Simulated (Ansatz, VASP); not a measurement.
Two plane-wave programs on VO2

```
CELL_PARAMETERS angstrom
4.58764 0.00000 0.00000
0.00000 4.58764 0.00000
0.00000 0.00000 3.01514
ATOMIC_POSITIONS crystal
V 0.00000 0.00000 0.50000
V 0.50000 0.50000 0.00000
O 0.19641 0.19641 0.00000
O 0.30359 0.69641 0.50000
O 0.80359 0.80359 0.00000
O 0.69641 0.30359 0.50000
```

Alike in both runs: task single point; functional PBE; k mesh 4 × 4 × 6; occupations gaussian, width 0.1 eV; collinear spin.

|  | VASP | Ansatz |
| --- | --- | --- |
| version | VASP 6.6.1 | Ansatz 0.2.0 |
| potentials or method | VASP PAW PBE potentials, release 64 (V_sv, O), cutoff 600 eV | scalar-relativistic, plane waves, PAW |
| valence electrons in the cell | 50 | 50 |

```csv
,VASP,Ansatz,Ansatz less VASP
gap on the k mesh at the Fermi level (eV),none,none,-
pressure (GPa),-12.9,-13.4,-0.45
"traceless stress, the component that is largest in VASP (GPa)",-9.72,-9.97,-0.249
rms of the force components (eV/Å),0.012,0.005,-0.0070
net moment per atom (μB),0.33,0.33,0.000
size of the moment on the site where the two differ most (μB),1.09,0.89,-0.204
```

Site moments also hang on the region over which each program counts them. Atom by atom the forces differ by 0.007 eV/Å (rms over components). A gap of «none» marks a metal or a gap that the smearing closes.
